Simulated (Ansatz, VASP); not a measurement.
## TiO2: VASP beside Ansatz

```
Ti O
1.0
     4.59407    0.00000    0.00000
     0.00000    4.59407    0.00000
     0.00000    0.00000    3.09630
Ti O
2 4
Cartesian
  2.2970 2.2970 0.0000
  0.0000 0.0000 1.5481
  3.1884 3.1884 1.5481
  3.7027 0.8914 0.0000
  0.8914 3.7027 0.0000
  1.4057 1.4057 1.5481
```

Alike in both runs: task single point; functional PBE; k mesh 6 × 6 × 10; occupations gaussian, width 0.02 eV; no spin polarisation; Hubbard terms Ti d U = 4.0 eV.

|  | VASP | Ansatz |
| --- | --- | --- |
| version | VASP 6.6.1 | Ansatz 0.2.0 |
| potentials or method | VASP PAW PBE potentials, release 64 (Ti_sv, O_h), cutoff 910 eV | scalar-relativistic, plane waves, PAW |
| valence electrons in the cell | 48 | 48 |

|  | VASP | Ansatz | Ansatz less VASP |
| --- | --- | --- | --- |
| gap on the k mesh at the Fermi level (eV) | 2.27 | 2.23 | -0.040 |
| least direct gap on the mesh (eV) | 2.27 | 2.27 | +0.004 |
| rms of the force components (eV/Å) | 0.042 | 0.000 | -0.0420 |

The programs project onto different local orbitals, so the same U acts differently, and such runs can settle in different states. Atom by atom the forces differ by 0.042 eV/Å (rms over components).

Noted on VASP's run: the cutoff is under 1.25 times that of the potentials, so the pressure is a little rough.
